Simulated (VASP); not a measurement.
A run of VASP 6.6.1 is set up as follows.

The input INCAR:

```
ALGO = Normal
EDIFF = 1E-6
EDIFFG = -0.005
ENCUT = 600
GGA = PS
IBRION = 2
ISIF = 3
ISMEAR = 0
LASPH = True
LCHARG = False
LREAL = False
LWAVE = False
NELM = 100
NSW = 100
PREC = Accurate
SIGMA = 0.02
```

KPOINTS

```
k-points
0
Gamma
  10 10 10
```

Contents of POSCAR:

```
SiC
1.0
    0.0000000000      2.1790000000      2.1790000000
    2.1790000000      0.0000000000      2.1790000000
    2.1790000000      2.1790000000      0.0000000000
Si C
1 1
Direct
    0.0000000000      0.0000000000      0.0000000000
    0.2500000000      0.2500000000      0.2500000000
```

Potentials or basis: VASP PAW PBE potentials, release 64 (Si, C).

Command:

```sh
$ cat potpaw_PBE.64/Si/POTCAR potpaw_PBE.64/C/POTCAR > POTCAR
$ mpirun -np 1 vasp_std > vasp.out
```

Task: What does it give for the band gap on the k mesh?

Result: 1.23 eV, indirect (least direct gap 4.44 eV).

Final structure:
```
CELL_PARAMETERS angstrom
0.00000 2.17900 2.17900
2.17900 0.00000 2.17900
2.17900 2.17900 0.00000
ATOMIC_POSITIONS crystal
Si 0.00000 0.00000 0.00000
C 0.25000 0.25000 0.25000
```

Caveat: the relaxation stopped at its first step, so nothing moved. A k mesh can miss the band edges.
